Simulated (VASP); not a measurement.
Write the native input for VASP 6.6.1 that does the following.

* Task: single point
* Functional: PBEsol
* Potentials or basis: VASP PAW PBE potentials, release 64 (Ga_d, Sb)
* Cutoff: 520 eV
* k mesh: 10 × 10 × 10
* Occupations: gaussian, width 0.15 eV
* Spin: no spin polarisation
* Dipole correction: no
* Further INCAR settings: ALGO = Normal; EDIFF = 1e-06; NBANDS = 22

The structure of GaSb3 lies in POSCAR:

```
GaSb3
1.0
    0.0000000000      3.5174318644      3.7105388738
    3.5174318644      0.0000000000      3.7105388738
    3.5174318644      3.5174318644      0.0000000000
Ga Sb
1 3
Direct
    0.0000000000      0.0000000000      0.0000000000
    0.2500000000      0.2500000000      0.2500000000
    0.7500000000      0.7500000000      0.7500000000
    0.5000000000      0.5000000000      0.5000000000
```

This cell differs from its parent crystal: volume 22.954 Å^3 an atom, c/a of the conventional cell 1.0549.

These files were run (other wordings do the same):

INCAR

```
PREC = Accurate ; ENCUT = 520
EDIFF = 1E-6 ; ISMEAR = 0
SIGMA = 0.15 ; LREAL = F
LASPH = T ; NELM = 80
ALGO = Normal ; ISIF = 2
LWAVE = F ; LCHARG = F
GGA = PS ; NBANDS = 22
```

KPOINTS

```
regular mesh
0
Gamma
  10 10 10
```

Potentials or basis: VASP PAW PBE potentials, release 64 (Ga_d, Sb).

Run with:

```bash
$ cat potpaw_PBE.64/Ga_d/POTCAR potpaw_PBE.64/Sb/POTCAR > POTCAR
$ mpirun -np 1 vasp_std > vasp.out
```

Results of the run:

```yaml
Pressure: 4.2 GPa
Band_gap_on_the_k_mesh: zero (band 14 reaches 10.80 eV, above the bottom of band 15 at 6.16 eV)
```

Caveat: the PAW data sets were made with another functional, which shifts forces and pressure a little; spin-orbit coupling is left out, which moves the levels of the heavy elements.

It took 2.5 min on 1 thread of Intel Xeon 6975P-C, on a shared host, peak memory 0.37 GiB.
